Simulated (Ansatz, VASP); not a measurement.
# Nb: VASP beside Ansatz

Contents of INCAR:

```
SYSTEM = Nb
ALGO = Fast
EDIFF = 1E-6
ENCUT = 520
GGA = PS
ISIF = 2
ISMEAR = 0
LASPH = .TRUE.
LCHARG = .TRUE.
LELF = .TRUE.
LREAL = .FALSE.
LVHAR = .TRUE.
LWAVE = .FALSE.
NBANDS = 12
NELM = 60
PREC = Accurate
SIGMA = 0.15
```

KPOINTS

```
k-points
0
G
  20 20 20
  0 0 0
```

The input POSCAR:

```
Nb
1.0
   -1.6140315000      1.6140315000      1.6889092500
    1.6140315000     -1.6140315000      1.6889092500
    1.6140315000      1.6140315000     -1.6889092500
Nb
1
Direct
    0.0000000000      0.0000000000      0.0000000000
```

Input for Ansatz:

```yaml
crystal:
  lattice:
    - [-1.6140315, 1.6140315, 1.68890925]
    - [1.6140315, -1.6140315, 1.68890925]
    - [1.6140315, 1.6140315, -1.68890925]
  atoms:
    - { symbol: Nb, position: [0.0, 0.0, 0.0] }
basis:
  ecutwfc: 420
kpoints:
  mp_grid: { grid: [20, 20, 20] }
hamiltonian:
  xc: pbesol
scf:
  occupations: { method: gaussian, width: 0.15 }
output:
  forces: true
  stress: true
  eigenvalues: true
```

Change from the starting cell: strain -0.030 along x and y, +0.015 along z, atoms carried along.

Alike in both runs: task single point; functional PBEsol; k mesh 20 × 20 × 20; occupations gaussian, width 0.15 eV; no spin polarisation.

```csv
,VASP,Ansatz
version,VASP 6.6.1,Ansatz 0.2.0
potentials or method,"VASP PAW PBE potentials, release 64 (Nb_sv), cutoff 520 eV","scalar-relativistic, plane waves, PAW"
valence electrons in the cell,13,13
```

|  | VASP | Ansatz | Ansatz less VASP |
| --- | --- | --- | --- |
| gap on the k mesh at the Fermi level (eV) | none | none | - |
| pressure (GPa) | -1.1 | -0.8 | +0.33 |
| traceless stress, the component that is largest in VASP (GPa) | -3.91 | -3.93 | -0.015 |

VASP's potentials were made for PBE, not for PBEsol. A gap of «none» marks a metal or a gap that the smearing closes. With one functional, cell and mesh, what is left measures potentials, basis and numerics.
